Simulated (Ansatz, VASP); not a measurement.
**Two plane-wave programs on W**

```
W
1.0
    -1.57726    1.57726    1.57726
     1.57726   -1.57726    1.57726
     1.57726    1.57726   -1.57726
W
1
Direct
  0.00000 0.00000 0.00000
```

Alike in both runs: functional PBEsol; k mesh 18 × 18 × 18; occupations gaussian, width 0.1 eV; no spin polarisation.

Ansatz relaxed the structure, and its values are those at the end. VASP's run is a single point on that final structure, the one shown.

```csv
,VASP,Ansatz
version,VASP 6.6.1,Ansatz 0.2.0
potentials or method,"VASP PAW PBE potentials, release 64 (W_sv), cutoff 500 eV","scalar-relativistic, plane waves, PAW"
valence electrons in the cell,14,14
```

|  | VASP | Ansatz | Ansatz less VASP |
| --- | --- | --- | --- |
| gap on the k mesh at the Fermi level (eV) | none | none | - |
| pressure (GPa) | 0.6 | 0.0 | -0.58 |

VASP's potentials were made for PBE, not for PBEsol, and Ansatz warns of the same on its side. A gap of «none» marks a metal or a gap that the smearing closes. The functional is the same, so the differences come from potentials, cutoffs and numerics.

Neither program's run includes spin-orbit coupling.
